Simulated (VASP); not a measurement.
# CaGaC4N4 (P-43m) in VASP: further runs

Runs on CaGaC4N4. Level: PBE. Tasks: single point.

Program: VASP 6.6.1. These are calculated values, not measurements. Logs are shortened: lines on timing, memory, paths and dates and some standing lists are left out, and cuts for length are marked.

## (1) The cell of the first run

Symmetry: P-43m, No. 215, cubic system. Conventional cell: a = 6.092 Å, b = 6.092 Å, c = 6.092 Å, α = 90.00°, β = 90.00°, γ = 90.00°. Ca (site symmetry -43m) has 4 N at 2.21 Å within 2.9 Å. Ga (site symmetry -43m) has 4 C at 1.90 Å within 2.5 Å. C (site symmetry 3m) has 1 N at 1.17 Å within 1.6 Å. N (site symmetry 3m) has 1 C at 1.17 Å within 1.6 Å.

## (2) Single point, PBE

Contents of INCAR:

```
ALGO = Normal ; EDIFF = 1E-6
ENCUT = 520 ; GGA = PE
ISIF = 2 ; ISMEAR = 0
LASPH = T ; LCHARG = F
LREAL = F ; LWAVE = F
NBANDS = 40 ; NELM = 60
PREC = Accurate ; SIGMA = 0.1
```

Contents of KPOINTS:

```
k-points
0
Gamma
  4 4 4
```

Contents of POSCAR:

```
CaGaC4N4
1.0
    6.0922000400      0.0000000000      0.0000000000
    0.0000000000      6.0922000400      0.0000000000
    0.0000000000      0.0000000000      6.0922000400
Ca Ga C N
1 1 4 4
Direct
    0.5000000000      0.5000000000      0.5000000000
    0.0000000000      0.0000000000      0.0000000000
    0.1796815800      0.1796815800      0.1796815800
    0.1796815800      0.8203184200      0.8203184200
    0.8203184200      0.1796815800      0.8203184200
    0.8203184200      0.8203184200      0.1796815800
    0.2905610300      0.2905610300      0.2905610300
    0.2905610300      0.7094389700      0.7094389700
    0.7094389700      0.2905610300      0.7094389700
    0.7094389700      0.7094389700      0.2905610300
```

Potentials or basis: VASP PAW PBE potentials, release 64 (Ca_sv, Ga_d, C, N).

Started as:

```bash
> cat potpaw_PBE.64/Ca_sv/POTCAR potpaw_PBE.64/Ga_d/POTCAR potpaw_PBE.64/C/POTCAR potpaw_PBE.64/N/POTCAR > POTCAR
> mpirun -np 1 vasp_std > vasp.out
```

OUTCAR:

```text
EDIFF = 1E-6
   ENCUT = 520
   GGA = PE
   ISIF = 2
   ISMEAR = 0
   LASPH = T
   LREAL = F
   NELM = 60
   PREC = Accurate

 ion  position               nearest neighbor table
   1  0.500  0.500  0.500-   7 2.21   8 2.21   9 2.21  10 2.21
   2  0.000  0.000  0.000-   3 1.90   4 1.90   5 1.90   6 1.90
   3  0.180  0.180  0.180-   7 1.17   2 1.90
   4  0.180  0.820  0.820-   8 1.17   2 1.90
   5  0.820  0.180  0.820-   9 1.17   2 1.90
   6  0.820  0.820  0.180-  10 1.17   2 1.90
   7  0.291  0.291  0.291-   3 1.17   1 2.21
   8  0.291  0.709  0.709-   4 1.17   1 2.21
   9  0.709  0.291  0.709-   5 1.17   1 2.21
  10  0.709  0.709  0.291-   6 1.17   1 2.21

  LATTYP: Found a simple cubic cell.
 ALAT       =     6.0922000400

  Lattice vectors:

 A1 = (   6.0922000400,   0.0000000000,   0.0000000000)
 A2 = (   0.0000000000,   6.0922000400,   0.0000000000)
 A3 = (   0.0000000000,   0.0000000000,   6.0922000400)

Analysis of symmetry for initial positions (statically):
=====================================================================
 Subroutine PRICEL returns:
 Original cell was already a primitive cell.

 Routine SETGRP: Setting up the symmetry group for a
 simple cubic supercell.

 Subroutine GETGRP returns: Found 24 space group operations
 (whereof 24 operations were pure point group operations)
 out of a pool of 48 trial point group operations.

The static configuration has the point symmetry T_d .

Analysis of symmetry for dynamics (positions and initial velocities):
=====================================================================
 Subroutine PRICEL returns:
 Original cell was already a primitive cell.

 Routine SETGRP: Setting up the symmetry group for a
 simple cubic supercell.

 Subroutine GETGRP returns: Found 24 space group operations
 (whereof 24 operations were pure point group operations)
 out of a pool of 48 trial point group operations.

The dynamic configuration has the point symmetry T_d .

 Subroutine INISYM returns: Found 24 space group operations
 (whereof 24 operations are pure point group operations),
 and found     1 'primitive' translations

----------------------------------------------------------------------------------------

                                     Primitive cell

  volume of cell :     226.1114

  direct lattice vectors                    reciprocal lattice vectors
     6.092200040  0.000000000  0.000000000     0.164144315  0.000000000  0.000000000
[... 96 lines left out ...]
   TEBEG  =    0.0;   TEEND  =   0.0 temperature during run
   PSTRESS=    0.0 pullay stress
   NELECT =      59.0000    total number of electrons
   NUPDOWN=      -1.0000    fix difference up-down
   EMIN   =  10.00;   EMAX   =-10.00  energy-range for DOS
   EFERMI =   0.00;   METHOD = LEGACY
   ISMEAR =     0;   SIGMA  =   0.10  broadening in eV -4-tet -1-fermi 0-gaus
   EFERMI_NEDOS =   21; number of points for ismear=-14 and -15
   IALGO  =     38    algorithm
   IMIX   =      4    mixing-type and parameters
     AMIX     =   0.40;   BMIX     =  1.00
     AMIX_MAG =   1.60;   BMIX_MAG =  1.00
  volume/ion in A,a.u.               =      22.61       152.59
  Fermi-wavevector in a.u.,A,eV,Ry     =   1.046128  1.976895 14.889985  1.094383
  Thomas-Fermi vector in A             =   2.180953
   LORBIT       =      0    0 simple, 1 ext, 2 COOP (PROOUT), +10 PAW based schemes
   GGA     = PE    functional components
   LHFCALC =     F    Hartree Fock is set to
   AEXX    =    0.0000 exact exchange contribution
   IVDW    =     0    specifies the selected vdW correction
   LEPSILON=     F    determine dielectric tensor
   LRPA    =     F    only Hartree local field effects (RPA)
 non-spin polarized calculation
 Gauss-broadening in eV      SIGMA  =   0.10
  energy-cutoff  :      520.00
  volume of cell :      226.11
 maximum number of plane-waves:      6126
 NGX is ok and might be reduce to    48
   NGX = 23   NGY = 23   NGZ = 23

 number of electron      59.0000024 magnetization

 Free energy of the ion-electron system (eV)
  ---------------------------------------------------
  ext. energy  EPLUGINS =         0.00000000
  ---------------------------------------------------
  free energy    TOTEN  =       -73.25029837 eV

  energy without entropy =      -73.19886170  energy(sigma->0) =      -73.22458004

 E-fermi :   1.8272     XC(G=0):  -6.8064

 val. band max:        1.8106295525   @ k =   0.2500   0.2500   0.0000
 cond. band min:       1.8426373020   @ k =   0.5000   0.2500   0.0000
 fundamental gap:      0.0320077496
 Fermi energy:         1.8271677257

 k-point     1 :       0.0000    0.0000    0.0000
  band No.  band energies     occupation
      1     -39.6347      2.00000
      2     -20.8889      2.00000
      3     -20.8889      2.00000
      4     -20.8889      2.00000
      5     -18.6162      2.00000
      6     -18.4484      2.00000
[... 419 lines left out ...]
     39       5.0353      0.00000
     40       5.0353      0.00000

------------------------ aborting loop because EDIFF is reached ----------------------------------------

  FORCE on cell =-STRESS in cart. coord.  units (eV):
  Direction    XX          YY          ZZ          XY          YZ          ZX
  --------------------------------------------------------------------------------------
  -------------------------------------------------------------------------------------
  Total        8.0933746      8.0933746      8.0933746      0.0000000      0.0000000     -0.0000000
  in kB       57.3479319     57.3479319     57.3479319      0.0000000      0.0000000     -0.0000000
  external PRESSURE =      57.3479319 kB  Pullay stress =       0.0000000 kB

 VOLUME and BASIS-vectors are now :
 -----------------------------------------------------------------------------
  energy-cutoff  :      520.00
  volume of cell :      226.11
      direct lattice vectors                 reciprocal lattice vectors
     6.092200040  0.000000000  0.000000000     0.164144315  0.000000000  0.000000000
     0.000000000  6.092200040  0.000000000     0.000000000  0.164144315  0.000000000
     0.000000000  0.000000000  6.092200040     0.000000000  0.000000000  0.164144315

 POSITION                                       TOTAL-FORCE (eV/Angst)
 -----------------------------------------------------------------------------------
      3.04610      3.04610      3.04610        -0.000000     -0.000000      0.000000
      0.00000      0.00000      0.00000        -0.000000     -0.000000      0.000000
      1.09466      1.09466      1.09466         0.207525      0.207525      0.207525
      1.09466      4.99754      4.99754         0.207525     -0.207525     -0.207525
      4.99754      1.09466      4.99754        -0.207525      0.207525     -0.207525
      4.99754      4.99754      1.09466        -0.207525     -0.207525      0.207525
      1.77016      1.77016      1.77016        -0.184067     -0.184067     -0.184067
      1.77016      4.32204      4.32204        -0.184067      0.184067      0.184067
      4.32204      1.77016      4.32204         0.184067     -0.184067      0.184067
      4.32204      4.32204      1.77016         0.184067      0.184067     -0.184067
 -----------------------------------------------------------------------------------
    total drift:                                0.000000      0.000000     -0.000000

  FREE ENERGIE OF THE ION-ELECTRON SYSTEM (eV)
  ---------------------------------------------------
  free  energy   TOTEN  =       -73.2502983707 eV

  energy  without entropy=      -73.1988617012  energy(sigma->0) =      -73.22458004
```

OSZICAR:

```text
N       E                     dE             d eps       ncg     rms          rms(c)
DAV:   1     0.563569457172E+03    0.56357E+03   -0.26686E+04   840   0.146E+03
DAV:   2    -0.384862922262E+01   -0.56742E+03   -0.54392E+03  1040   0.416E+02
DAV:   3    -0.780490037116E+02   -0.74200E+02   -0.73274E+02  1000   0.139E+02
DAV:   4    -0.826657262352E+02   -0.46167E+01   -0.45621E+01  1368   0.354E+01
DAV:   5    -0.827943198866E+02   -0.12859E+00   -0.12795E+00  1184   0.429E+00    0.178E+01
DAV:   6    -0.744176325453E+02    0.83767E+01   -0.22279E+01  1128   0.376E+01    0.889E+00
DAV:   7    -0.734116157546E+02    0.10060E+01   -0.47156E+00  1064   0.107E+01    0.529E+00
DAV:   8    -0.732468152979E+02    0.16480E+00   -0.10725E+00  1120   0.484E+00    0.221E+00
DAV:   9    -0.732463487827E+02    0.46652E-03   -0.13757E-01  1192   0.207E+00    0.718E-01
DAV:  10    -0.732478184636E+02   -0.14697E-02   -0.23598E-02  1056   0.879E-01    0.175E-01
DAV:  11    -0.732492371995E+02   -0.14187E-02   -0.32199E-03  1224   0.369E-01    0.115E-01
DAV:  12    -0.732502368242E+02   -0.99962E-03   -0.11985E-03   984   0.180E-01    0.211E-02
DAV:  13    -0.732502840705E+02   -0.47246E-04   -0.12826E-04  1312   0.100E-01    0.102E-02
DAV:  14    -0.732502977644E+02   -0.13694E-04   -0.30878E-05  1024   0.386E-02    0.477E-03
DAV:  15    -0.732502983707E+02   -0.60626E-06   -0.27465E-06   928   0.887E-03
   1 F= -.73250298E+02 E0= -.73224580E+02  d E =-.514367E-01
```

stdout:

```text
POSCAR found type information on POSCAR CaGaC N
 POSCAR found :  4 types and      10 ions
 scaLAPACK will be used
 LDA part: xc-table for (Slater+PW92), standard interpolation
 POSCAR, INCAR and KPOINTS ok, starting setup
 FFT: planning ... GRIDC
 FFT: planning ... GRID_SOFT
 FFT: planning ... GRID
 WAVECAR not read
 entering main loop
```

It took 2.9 min on 1 thread of Oxide Virtual Turin-like, shared host; peak memory 0.35 GiB.

Results:

```yaml
Free_energy: -73.2503 eV
Pressure: 5.7 GPa
Largest_force: 0.359 eV/Å
Band_gap_on_the_k_mesh: zero (an odd number of electrons rules out a gap without spin polarisation)
```

Forces on the atoms (eV/Å):
```
Ca   0.000  0.000  0.000
Ga   0.000  0.000  0.000
C    0.208  0.208  0.208
C    0.208 -0.208 -0.208
C   -0.208  0.208 -0.208
C   -0.208 -0.208  0.208
N   -0.184 -0.184 -0.184
N   -0.184  0.184  0.184
N    0.184 -0.184  0.184
N    0.184  0.184 -0.184
```

Levels at points of the mesh, in eV from the Fermi level:
```
           k point  band 27  band 28  band 29  band 30  band 31  band 32
(0.00, 0.00, 0.00)    -6.13    -6.13    -6.13    -0.16    -0.16    -0.16
(0.50, 0.00, 0.00)    -6.31    -6.19    -6.19    -0.03     0.24     0.24
(0.50, 0.50, 0.00)    -6.38    -6.22    -6.22    -0.02     0.56     0.59
(0.50, 0.50, 0.50)    -6.27    -6.27    -6.27     0.34     0.34     0.37
```

Caveat: the cell stands under pressure; an odd number of electrons without spin polarisation forces a metal; a magnetic or distorted state may lie lower.

(Part 1 of 2 ends here.)

The gap in the log of VASP goes by the Fermi energy; the results here count the filled bands.